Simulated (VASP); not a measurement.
Ti4C: single point with PBE

The system is Ti4C, a slab with vacuum.

```
Ti C
1.0
     2.90765    0.00000    0.00000
     0.00000    4.11204    0.00000
     0.00000    0.00000   19.65381
Ti C
4 1
Direct
  0.50000 0.50000 0.20352
  0.00000 0.00000 0.27749
  0.50000 0.50000 0.34395
  0.00000 0.00000 0.41487
  0.16667 0.00000 0.50488
```

* Program: VASP 6.6.1
* Task: single point
* Functional: PBE
* Potentials or basis: VASP PAW PBE potentials, release 64 (Ti_sv, C)
* Cutoff: 520 eV
* k mesh: 9 × 7 × 1
* Occupations: gaussian, width 0.1 eV
* Spin: no spin polarisation
* Dipole correction: yes
* Further INCAR settings: ALGO = Normal; EDIFF = 1e-06; NBANDS = 34

The largest force is 1.606 eV/Å and the band gap on the k mesh is zero (band 26 reaches -0.35 eV, above the bottom of band 27 at -0.93 eV).

Forces in eV/Å, atoms in the order of the input:
```
Ti   0.000  0.000  0.407
Ti  -0.159  0.000 -0.283
Ti   0.306  0.000 -0.421
Ti  -1.588  0.000  0.242
C    1.442  0.000  0.055
```

Levels at points of the mesh, in eV from the Fermi level:
```
           k point  band 22  band 23  band 24  band 25  band 26  band 27  band 28  band 29  band 30  band 31
(0.00, 0.00, 0.00)    -1.21    -0.65    -0.58    -0.17    -0.11     0.34     0.44     0.64     0.96     1.17
```

It took 5.7 min on 1 thread of Intel(R) Xeon(R) 6975P-C (Granite Rapids), on a shared host, peak memory 0.38 GiB.
